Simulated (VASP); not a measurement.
The system is Tl.

```
Tl
1.0
     0.00000    3.33500    3.33500
     3.33500    0.00000    3.33500
     3.33500    3.33500    0.00000
Tl
2
Cartesian
  6.6700 6.6700 6.6700
  1.6675 1.6675 1.6675
```

This isn't the form of Tl at room conditions, which is hcp.

| Quantity | Value |
| --- | --- |
| Program | VASP 6.6.1 |
| Task | relaxation of cell and atoms |
| Functional | r2SCAN |
| Potentials or basis | VASP PAW PBE potentials, release 64 (Tl_d) |
| Cutoff | 550 eV |
| k mesh | 5 × 5 × 5 |
| Occupations | fermi-dirac, width 0.05 eV |
| Spin | no spin polarisation |

At the start: pressure 2.9 GPa; volume 37.09 Å³/atom.

Task: Where does the relaxation end?

Result: Over 3 steps the energy falls by 39.0 meV/atom and the volume is 41.82 Å³/atom (+12.8 %); space group Fd-3m (No. 227, to 0.1 Å) before and after.

The path:
```tsv
step	energy change (eV)	largest force (eV/Å)	pressure (GPa)	volume (Å³)
1	0.0000	0.0000	2.86	74.19
2	-0.0748	0.0000	0.52	81.53
3	-0.0780	0.0000	0.00	83.65
```

Final structure:
```xyz
2
Lattice="0.0000 3.4712 3.4712 3.4712 0.0000 3.4712 3.4712 3.4712 0.0000" Properties=species:S:1:pos:R:3 pbc="T T T"
Tl    0.0000    0.0000    0.0000
Tl    1.7356    1.7356    1.7356
```

Caveat: the PAW data sets were made with another functional, which shifts forces and pressure a little.
